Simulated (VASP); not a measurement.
# Ta (Cmcm) in VASP: single point with PBE

Aim: the single point of Ta with PBE.

All numbers are computed with VASP 6.6.1; they aren't measurements. Logs are shortened: lines on timing, memory, paths and dates and some standing lists are left out, and cuts for length are marked.

## Step 1: The cell of the first run

It takes space group Cmcm (No. 63, orthorhombic). Conventional cell: a = 4.671 Å, b = 3.303 Å, c = 4.671 Å, α = 90.00°, β = 90.00°, γ = 90.00°. Ta (site symmetry m2m) has 14 Ta at 2.80 to 3.30 Å within 3.7 Å.

## Step 2: Single point, PBE (mode 6 (145.8 1/cm) frozen in, largest displacement +0.050 Å)

INCAR

```
SYSTEM = Ta
PREC = Accurate
ENCUT = 500
EDIFF = 1E-6
ISMEAR = 0
SIGMA = 0.15
LREAL = .FALSE.
LASPH = .TRUE.
NELM = 120
ALGO = Normal
ISIF = 2
LWAVE = .FALSE.
LCHARG = .FALSE.
GGA = PE
NBANDS = 18
GGA_COMPAT = .FALSE.
```

KPOINTS

```
Automatic mesh
0
G
  18 18 10
  0 0 0
```

POSCAR

```
Ta
1.0
   -1.6512800000      1.6512800000      1.6512800000
    1.6512800000     -1.6512800000      1.6512800000
    3.3025600000      3.3025600000      0.0000000000
Ta
2
Direct
   -0.0151397704     -0.0151397704      0.0000000000
    0.5151397704      0.5151397704      0.5000000000
```

Potentials or basis: VASP PAW PBE potentials, release 64 (Ta_pv).

The run is started by

```bash
$ cat potpaw_PBE.64/Ta_pv/POTCAR > POTCAR
$ mpirun -np 1 vasp_std > vasp.out
```

OUTCAR:

```text
SYSTEM = Ta
   PREC = Accurate
   ENCUT = 500
   EDIFF = 1E-6
   ISMEAR = 0
   LREAL = .FALSE.
   LASPH = .TRUE.
   NELM = 120
   ISIF = 2
   GGA = PE

 ion  position               nearest neighbor table
   1  0.985  0.985  0.000-   2 2.80   2 2.80   2 2.92   2 2.92   2 3.30   2 3.30   2 3.30   2 3.30

   2  0.515  0.515  0.500-   1 2.80   1 2.80   1 2.92   1 2.92   1 3.30   1 3.30   1 3.30   1 3.30

  LATTYP: Found a base centered orthorhombic cell.
 ALAT       =     3.3025600000
 B/A-ratio  =     1.4142135624
 C/A-ratio  =     1.4142135624

  Lattice vectors:

 A1 = (  -1.6512800000,   1.6512800000,   1.6512800000)
 A2 = (   1.6512800000,  -1.6512800000,   1.6512800000)
 A3 = (   3.3025600000,   3.3025600000,   0.0000000000)

Analysis of symmetry for initial positions (statically):
=====================================================================
 Subroutine PRICEL returns:
 Original cell was already a primitive cell.

 Routine SETGRP: Setting up the symmetry group for a
 base centered orthorhombic supercell.

 Subroutine GETGRP returns: Found  8 space group operations
 (whereof  4 operations were pure point group operations)
 out of a pool of  8 trial point group operations.

The static configuration has the point symmetry C_2v.
 The point group associated with its full space group is D_2h.

Analysis of symmetry for dynamics (positions and initial velocities):
=====================================================================
 Subroutine PRICEL returns:
 Original cell was already a primitive cell.

 Routine SETGRP: Setting up the symmetry group for a
 base centered orthorhombic supercell.

 Subroutine GETGRP returns: Found  8 space group operations
 (whereof  4 operations were pure point group operations)
 out of a pool of  8 trial point group operations.

The dynamic configuration has the point symmetry C_2v.
 The point group associated with its full space group is D_2h.

 Subroutine INISYM returns: Found  8 space group operations
 (whereof  4 operations are pure point group operations),
 and found     1 'primitive' translations

----------------------------------------------------------------------------------------

                                     Primitive cell

  volume of cell :      36.0207

  direct lattice vectors                    reciprocal lattice vectors
    -1.651280000  1.651280000  1.651280000    -0.151397704  0.151397704  0.302795407
     1.651280000 -1.651280000  1.651280000     0.151397704 -0.151397704  0.302795407
     3.302560000  3.302560000  0.000000000     0.151397704  0.151397704  0.000000000

  length of vectors
     2.860100858  2.860100858  4.670525143     0.370847122  0.370847122  0.214108686

  position of ions in fractional coordinates (direct lattice)
     0.984860230  0.984860230  0.000000000
     0.515139770  0.515139770  0.500000000

  ion indices of the primitive-cell ions
   primitive index   ion index
                 1           1
                 2           2

----------------------------------------------------------------------------------------

 KPOINTS: Automatic mesh

Automatic generation of k-mesh.
 Grid dimensions read from file:
 generate k-points for:   18   18   10

 Generating k-lattice:

  Cartesian coordinates                     Fractional coordinates (reciprocal lattice)
    -0.008410984  0.008410984  0.016821967     0.055555556  0.000000000  0.000000000
     0.008410984 -0.008410984  0.016821967     0.000000000  0.055555556  0.000000000
     0.015139770  0.015139770  0.000000000     0.000000000  0.000000000  0.100000000

  Length of vectors
     0.020602618  0.020602618  0.021410869

  Shift w.r.t. Gamma in fractional coordinates (k-lattice)
     0.000000000  0.000000000  0.000000000

 Subroutine IBZKPT returns following result:
 ===========================================

 Found    546 irreducible k-points:

 Following reciprocal coordinates:
            Coordinates               Weight
  0.000000  0.000000  0.000000      1.000000
  0.055556  0.000000  0.000000      4.000000
  0.111111  0.000000  0.000000      4.000000
  0.166667  0.000000  0.000000      4.000000
  0.222222  0.000000  0.000000      4.000000
  0.277778  0.000000  0.000000      4.000000
[... 16 lines left out ...]
 -0.277778  0.055556  0.000000      4.000000
 -0.222222  0.055556  0.000000      4.000000
 [... further k-points ...]
   k-points           NKPTS =    546   k-points in BZ     NKDIM =    546   number of bands    NBANDS=     18
   number of dos      NEDOS =    301   number of ions     NIONS =      2
   total plane-waves  NPLWV =  20736
   dimension x,y,z NGX =    24 NGY =   24 NGZ =   36
   dimension x,y,z NGXF=    48 NGYF=   48 NGZF=   72
   ions per type =               2
   NGX,Y,Z   is equivalent  to a cutoff of  13.95, 13.95, 12.81 a.u.
   NGXF,Y,Z  is equivalent  to a cutoff of  27.90, 27.90, 25.63 a.u.
 SYSTEM =  Ta
   PREC   = accura    normal or accurate (medium, high low for compatibility)
   ISTART =      0    job   : 0-new  1-cont  2-samecut
   ICHARG =      2    charge: 1-file 2-atom 10-const
   ISPIN  =      1    spin polarized calculation?
   LNONCOLLINEAR =      F non collinear calculations
   LSORBIT =      F    spin-orbit coupling
   LASPH  =      T    aspherical Exc in radial PAW
   ENCUT  =  500.0 eV  36.75 Ry    6.06 a.u.   5.21  5.21  8.52*2*pi/ulx,y,z
   NELM   =    120;   NELMIN=  2; NELMDL= -5     # of ELM steps
   EDIFF  = 0.1E-05   stopping-criterion for ELM
   LREAL  =      F    real-space projection
   EDIFFG = 0.1E-04   stopping-criterion for IOM
   NSW    =      0    number of steps for IOM
   IBRION =     -1    ionic relax: 0-MD 1-quasi-New 2-CG
   NFREE  =      0    steps in history (QN), initial steepest desc. (CG)
   ISIF   =      2    stress and relaxation
   ISYM   =      2    0-nonsym 1-usesym 2-fastsym
   POTIM  = 0.5000    time-step for ionic-motion
   TEBEG  =    0.0;   TEEND  =   0.0 temperature during run
   PSTRESS=    0.0 pullay stress
   NELECT =      22.0000    total number of electrons
   NUPDOWN=      -1.0000    fix difference up-down
   EMIN   =  10.00;   EMAX   =-10.00  energy-range for DOS
   EFERMI =   0.00;   METHOD = LEGACY
   ISMEAR =     0;   SIGMA  =   0.15  broadening in eV -4-tet -1-fermi 0-gaus
   EFERMI_NEDOS =   21; number of points for ismear=-14 and -15
   IALGO  =     38    algorithm
   IMIX   =      4    mixing-type and parameters
     AMIX     =   0.40;   BMIX     =  1.00
     AMIX_MAG =   1.60;   BMIX_MAG =  1.00
  volume/ion in A,a.u.               =      18.01       121.54
  Fermi-wavevector in a.u.,A,eV,Ry     =   1.388988  2.624806 26.249534  1.929286
  Thomas-Fermi vector in A             =   2.513061
   LORBIT       =      0    0 simple, 1 ext, 2 COOP (PROOUT), +10 PAW based schemes
   GGA     = PE    functional components
   LHFCALC =     F    Hartree Fock is set to
   AEXX    =    0.0000 exact exchange contribution
   IVDW    =     0    specifies the selected vdW correction
   LEPSILON=     F    determine dielectric tensor
   LRPA    =     F    only Hartree local field effects (RPA)
 non-spin polarized calculation
 Gauss-broadening in eV      SIGMA  =   0.15
  energy-cutoff  :      500.00
  volume of cell :       36.02
 maximum number of plane-waves:       932
 NGX is ok and might be reduce to    24
   NGX = 11   NGY = 11   NGZ = 17

 number of electron      22.0000004 magnetization

 Free energy of the ion-electron system (eV)
  ---------------------------------------------------
  ext. energy  EPLUGINS =         0.00000000
  ---------------------------------------------------
  free energy    TOTEN  =       -23.59924161 eV

  energy without entropy =      -23.56966570  energy(sigma->0) =      -23.58445365

 E-fermi :   5.4993     XC(G=0): -12.6169

 val. band max:        5.4955119844   @ k =  -0.4444   0.1111   0.4000
 cond. band min:       5.5012736088   @ k =   0.3889   0.2222   0.3000
 fundamental gap:      0.0057616244
 Fermi energy:         5.4992579746

 k-point     1 :       0.0000    0.0000    0.0000
  band No.  band energies     occupation
      1     -28.7693      2.00000
      2     -27.9620      2.00000
      3     -27.5858      2.00000
      4     -27.5858      2.00000
      5     -27.5825      2.00000
      6     -27.5746      2.00000
[... 10 lines left out ...]
     17      10.3516      0.00000
     18      13.1803      0.00000

 k-point     2 :       0.0556    0.0000    0.0000
  band No.  band energies     occupation
      1     -28.7581      2.00000
      2     -27.9725      2.00000
      3     -27.6145      2.00000
      4     -27.6003      2.00000
      5     -27.5861      2.00000
      6     -27.5805      2.00000
[... 10 lines left out ...]
     17      10.4604      0.00000
     18      13.3047      0.00000

 k-point     3 :       0.1111    0.0000    0.0000
  band No.  band energies     occupation
      1     -28.7251      2.00000
      2     -28.0074      2.00000
      3     -27.6989      2.00000
      4     -27.6376      2.00000
      5     -27.5982      2.00000
      6     -27.5933      2.00000
[... 10 lines left out ...]
     17      10.6268      0.00000
     18      13.7092      0.00000

 k-point     4 :       0.1667    0.0000    0.0000
  band No.  band energies     occupation
      1     -28.6718      2.00000
      2     -28.0741      2.00000
      3     -27.8268      2.00000
      4     -27.6792      2.00000
      5     -27.6279      2.00000
      6     -27.6045      2.00000
[... 375 lines left out ...]
      4     -27.7373      2.00000
      5     -27.7338      2.00000
      6     -27.6598      2.00000
[... 10 lines left out ...]
     17      10.0501      0.00000
     18      14.6563      0.00000

 k-point    23 :      -0.2778    0.0556    0.0000
  band No.  band energies     occupation
      1     -28.5600      2.00000
      2     -28.2728      2.00000
      3     -28.1258      2.00000
      4     -27.7317      2.00000
      5     -27.6761      2.00000
      6     -27.6393      2.00000
[... 10 lines left out ...]
     17      10.4694      0.00000
     18      15.0937      0.00000

 k-point    24 :      -0.2222    0.0556    0.0000
  band No.  band energies     occupation
      1     -28.6356      2.00000
      2     -28.1576      2.00000
      3     -27.9662      2.00000
      4     -27.7166      2.00000
      5     -27.6313      2.00000
      6     -27.6225      2.00000
[... 10 lines left out ...]
     17      10.8304      0.00000
     18      14.8219      0.00000

 [... further k-points ...]

------------------------ aborting loop because EDIFF is reached ----------------------------------------

  FORCE on cell =-STRESS in cart. coord.  units (eV):
  Direction    XX          YY          ZZ          XY          YZ          ZX
  --------------------------------------------------------------------------------------
  -------------------------------------------------------------------------------------
  Total        0.7750844      0.7750844      0.6784619      0.1092812      0.0000000      0.0000000
  in kB       34.4752515     34.4752515     30.1775429      4.8607555      0.0000000      0.0000000
  external PRESSURE =      33.0426820 kB  Pullay stress =       0.0000000 kB

 VOLUME and BASIS-vectors are now :
 -----------------------------------------------------------------------------
  energy-cutoff  :      500.00
  volume of cell :       36.02
      direct lattice vectors                 reciprocal lattice vectors
    -1.651280000  1.651280000  1.651280000    -0.151397704  0.151397704  0.302795407
     1.651280000 -1.651280000  1.651280000     0.151397704 -0.151397704  0.302795407
     3.302560000  3.302560000  0.000000000     0.151397704  0.151397704  0.000000000

 POSITION                                       TOTAL-FORCE (eV/Angst)
 -----------------------------------------------------------------------------------
      0.00000      0.00000      3.25256        -0.000000     -0.000000      0.691377
      1.65128      1.65128      1.70128         0.000000      0.000000     -0.691377
 -----------------------------------------------------------------------------------
    total drift:                                0.000000      0.000000     -0.000000

  FREE ENERGIE OF THE ION-ELECTRON SYSTEM (eV)
  ---------------------------------------------------
  free  energy   TOTEN  =       -23.5992416088 eV

  energy  without entropy=      -23.5696656956  energy(sigma->0) =      -23.58445365
```

It took 71 s on 1 thread of Intel Xeon 6975P-C (Granite Rapids), shared host; peak memory 0.37 GiB.

What came out:

| Property | Result |
| --- | --- |
| Free energy | -23.5992 eV |
| Pressure | 3.3 GPa |
| Largest force | 0.691 eV/Å |
| Band gap on the k mesh | zero (band 11 reaches 7.08 eV, above the bottom of band 12 at 4.23 eV) |

Forces in eV/Å, atoms in the order of the input:
```
Ta   0.000  0.000  0.691
Ta   0.000  0.000 -0.691
```

Caveat: the cell differs from its parent crystal (mode 6 (145.8 1/cm) frozen in, largest displacement +0.050 Å); spin-orbit coupling is left out, which moves the levels of the heavy elements.
